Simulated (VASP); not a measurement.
# FeO: single point with BLYP+D4

Crystal: FeO.

```
Fe O
1.0
     0.00000    2.19767    2.19767
     2.19767    0.00000    2.19767
     2.19767    2.19767    0.00000
Fe O
1 1
Direct
  0.00000 0.00000 0.00000
  0.50000 0.50000 0.50000
```

- Program: VASP 6.6.1
- Task: single point
- Functional: BLYP
- Dispersion: D4
- Potentials or basis: VASP PAW PBE potentials, release 64 (Fe_sv, O)
- Cutoff: 700 eV
- k mesh: 11 × 11 × 11
- Occupations: fermi-dirac, width 0.05 eV
- Spin: collinear spin, ferromagnetic start
- Starting moments: [3.0, 0.0] μB

| Item | Value |
| --- | --- |
| Pressure | -12.1 GPa |
| Band gap on the k mesh | zero (filled and empty bands overlap) |
| Net moment | 4.00 μB per cell |
| Site moments | Fe +3.46; O +0.31 μB |
| Valence electrons inside the program's atomic spheres | Fe 13.62; O 4.98 |
| Dispersion energy per atom | -0.612 eV |

Levels at points of the mesh, in eV from the Fermi level:
Spin up:
```
           k point  band 9  band 10  band 11  band 12  band 13  band 14  band 15  band 16  band 17  band 18
(0.00, 0.00, 0.00)   -3.59    -3.59    -3.59    -3.49    -3.49     0.13    15.85    16.92    16.92    16.92
```
Spin down:
```
           k point  band 5  band 6  band 7  band 8  band 9  band 10  band 11  band 12  band 13  band 14
(0.00, 0.00, 0.00)  -19.60   -3.05   -3.05   -3.05   -0.66    -0.66    -0.66     0.22     0.22     0.84
```

It took 57 s on 1 thread of Intel(R) Xeon(R) 6975P-C (Granite Rapids) (shared host), peak memory 0.21 GiB.

Caveat: the cell stands under tension; the PAW data sets were made with another functional, which shifts forces and pressure a little; a cell with one magnetic atom can't hold antiferromagnetic order, which such compounds often take; semilocal functionals often make such compounds metallic where correlation or magnetic order opens a gap, which also shifts bond lengths. With open d or f shells a metallic result of BLYP can be an artefact of self-interaction; +U or a hybrid may open a gap.
